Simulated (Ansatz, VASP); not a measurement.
One calculation of Sc3Zn4, two programs

```
Sc Zn
1.0
     5.53694    0.00000    0.00000
     0.00000    5.53694    0.00000
     0.00000    0.00000    5.53694
Sc Zn
3 4
Direct
  0.50000 0.50000 0.00000
  0.00000 0.50000 0.50000
  0.50000 0.00000 0.50000
  0.50000 0.50000 0.50000
  0.50000 0.00000 0.00000
  0.00000 0.50000 0.00000
  0.00000 0.00000 0.50000
```

Change from the starting cell: species swapped into the W3N4 type (Pm-3m, No. 221).

Alike in both runs: functional PBE; k mesh 8 × 8 × 8; occupations gaussian, width 0.1 eV; no spin polarisation.

Ansatz relaxed the structure, and its values are those at the end. VASP's run is a single point on that final structure, the one shown.

```csv
,VASP,Ansatz
version,VASP 6.6.1,Ansatz 0.2.0
potentials or method,"VASP PAW PBE potentials, release 64 (Sc_sv, Zn), cutoff 520 eV","scalar-relativistic, plane waves, PAW"
valence electrons in the cell,81,81
```

```tsv
	VASP	Ansatz	Ansatz less VASP
gap on the k mesh at the Fermi level (eV)	none	none	-
pressure (GPa)	0.1	0.0	-0.11
```

A gap of «none» marks a metal or a gap that the smearing closes. The functional is the same, so the differences come from potentials, cutoffs and numerics.
